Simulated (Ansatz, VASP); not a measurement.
**Two plane-wave programs on Pd**

Contents of INCAR:

```
PREC     = Accurate       # precision mode
ENCUT    = 520            # plane-wave cutoff, eV
EDIFF    = 1E-6           # SCF threshold, eV
ISMEAR   = 0              # smearing method
SIGMA    = 0.15           # smearing width, eV
LREAL    = False          # projectors in reciprocal space
LASPH    = True           # aspherical terms in the spheres
NELM     = 80             # most SCF steps
ALGO     = Fast           # electronic algorithm
ISIF     = 2              # what is computed and relaxed
LWAVE    = False          # write WAVECAR
LCHARG   = False          # write CHGCAR
GGA      = PE             # functional
NBANDS   = 28             # bands
```

File KPOINTS:

```
regular mesh
0
Gamma
  24 24 6
```

The input POSCAR:

```
Pd
1.0
    2.9344503970      0.0000000000      0.0000000000
   -1.4672251985      2.5413085900      0.0000000000
    0.0000000000      0.0000000000      8.2361998929
Pd
4
Direct
    0.0000000000      0.0000000000      0.0000000000
    0.3333333333      0.6666666667      0.2500000000
    0.0000000000      0.0000000000      0.5000000000
    0.6666666667      0.3333333333      0.7500000000
```

Input for Ansatz:

```yaml
crystal:
  lattice:
    - [2.934450397, 0.0, 0.0]
    - [-1.4672251985, 2.54130859, 0.0]
    - [0.0, 0.0, 8.2361998929]
  atoms:
    - { symbol: Pd, position: [0.0, 0.0, 0.0] }
    - { symbol: Pd, position: [0.3333333333, 0.6666666667, 0.25] }
    - { symbol: Pd, position: [0.0, 0.0, 0.5] }
    - { symbol: Pd, position: [0.6666666667, 0.3333333333, 0.75] }
basis:
  ecutwfc: 420
kpoints:
  mp_grid: { grid: [24, 24, 6] }
hamiltonian:
  xc: pbe
scf:
  occupations: { method: gaussian, width: 0.15 }
output:
  forces: true
  stress: true
  eigenvalues: true
```

Alike in both runs: task single point; functional PBE; k mesh 24 × 24 × 6; occupations gaussian, width 0.15 eV; no spin polarisation.

```csv
,VASP,Ansatz
version,VASP 6.6.1,Ansatz 0.2.0
potentials or method,"VASP PAW PBE potentials, release 64 (Pd), cutoff 520 eV","scalar-relativistic, plane waves, PAW"
valence electrons in the cell,40,72
```

VASP gave:

| Item | Value |
| --- | --- |
| gap on the k mesh at the Fermi level (eV) | none |
| pressure (GPa) | 3.7 |
| traceless stress, the component that is largest in VASP (GPa) | 11.40 |

**Question.** What did Ansatz give for the same quantities?

**Answer.** gap on the k mesh at the Fermi level (eV): none; pressure (GPa): 4.0; traceless stress, the component that is largest in VASP (GPa): 11.53.

A gap of «none» marks a metal or a gap that the smearing closes. VASP's potentials hold 40 valence electrons a cell and Ansatz's 72, so a difference there can come from the potentials and not from the codes.
